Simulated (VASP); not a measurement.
Input of a VASP 6.6.1 run:

File INCAR:

```
SYSTEM = Sr3Al2Tl2
  ALGO = Normal
  EDIFF = 1E-6
  ENCUT = 520
  GGA = PE
  ISIF = 2
  ISMEAR = 0
  LASPH = .True.
  LCHARG = .False.
  LREAL = .False.
  LWAVE = .False.
  NBANDS = 40
  NELM = 100
  PREC = Accurate
  SIGMA = 0.0722
```

Contents of KPOINTS:

```
k-points
0
Gamma
  4 4 4
  0 0 0
```

Contents of POSCAR:

```
Sr3Al2Tl2
1.0
    0.0000000000      0.0000000000      5.0031730000
    4.5184400000      0.0000000000      0.0000000000
    2.2592200000     10.0159610000     -2.5015870000
Tl Al Sr
2 2 3
Direct
    0.3584000000      0.6416000000      0.7168000000
    0.6416000000      0.3584000000      0.2832000000
    0.4351000000      0.0649000000      0.8702000000
    0.5649000000      0.9351000000      0.1298000000
    0.0000000000      0.5000000000      0.0000000000
    0.1832000000      0.8168000000      0.3664000000
    0.8168000000      0.1832000000      0.6336000000
```

Potentials or basis: VASP PAW PBE potentials, release 64 (Tl_d, Al, Sr_sv).

Launch:

```sh
$ cat potpaw_PBE.64/Tl_d/POTCAR potpaw_PBE.64/Al/POTCAR potpaw_PBE.64/Sr_sv/POTCAR > POTCAR
$ mpirun -np 1 vasp_std > vasp.out
```

(1) Estimate the band gap on the k mesh.

(2) Predict the pressure.

(3) What does it give for the largest force?

## Answers

(1) zero (bands 31 and 32 overlap by 0.84 eV).

(2) 1.0 GPa.

(3) 0.575 eV/Å.

Caveat: spin-orbit coupling is left out, which moves the levels of the heavy elements.
